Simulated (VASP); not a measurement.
Set up this calculation in VASP 6.6.1, as the native input.

```yaml
Task: single point
Functional: PBEsol
Dispersion: D3(BJ)
Potentials_or_basis: VASP PAW PBE potentials, release 64 (Sn_d)
Cutoff: 520 eV
k_mesh: 18 × 18 × 18
Occupations: gaussian, width 0.15 eV
Spin: no spin polarisation
Dipole_correction: no
Further_INCAR_settings: ALGO = Fast; EDIFF = 1e-06; NBANDS = 13
```

The structure of Sn lies in POSCAR:

```
Sn
1.0
   -2.0462239647      2.0462239647      2.0462239647
    2.0462239647     -2.0462239647      2.0462239647
    2.0462239647      2.0462239647     -2.0462239647
Sn
1
Direct
    0.0000000000      0.0000000000      0.0000000000
```

This cell differs from its parent crystal: strain +0.080 along x and y, +0.080 along z.

These files were run (other wordings do the same):

INCAR

```
SYSTEM = Sn
PREC     = Accurate       ! precision mode
ENCUT    = 520            ! plane-wave cutoff, eV
EDIFF    = 1E-6           ! SCF threshold, eV
ISMEAR   = 0              ! smearing method
SIGMA    = 0.15           ! smearing width, eV
LREAL    = .False.        ! projectors in reciprocal space
LASPH    = .True.         ! aspherical terms in the spheres
NELM     = 100            ! most SCF steps
ALGO     = Fast           ! electronic algorithm
ISIF     = 2              ! what is computed and relaxed
LWAVE    = .False.        ! write WAVECAR
LCHARG   = .False.        ! write CHGCAR
GGA      = PS             ! functional
IVDW     = 12             ! dispersion correction
NBANDS   = 13             ! bands
```

KPOINTS

```
regular mesh
0
Gamma
  18 18 18
  0 0 0
```

Potentials or basis: VASP PAW PBE potentials, release 64 (Sn_d).

Command:

```console
$ cat potpaw_PBE.64/Sn_d/POTCAR > POTCAR
$ mpirun -np 1 vasp_std > vasp.out
```

Results of the run:

```json
{"Pressure": "-7.9 GPa", "Band gap on the k mesh": "zero (band 7 reaches 11.46 eV, above the bottom of band 8 at 3.64 eV)", "Dispersion energy per atom": "-0.376 eV"}
```

Caveat: the cell differs from its parent crystal (strain +0.080 along x and y, +0.080 along z); the PAW data sets were made with another functional, which shifts forces and pressure a little; spin-orbit coupling is left out, which moves the levels of the heavy elements; pairwise dispersion overbinds metals, which lowers pressure and volume.

It took 40 s on 1 thread of Intel(R) Xeon(R) Platinum 8559C (Emerald Rapids) (shared host), peak memory 0.21 GiB.
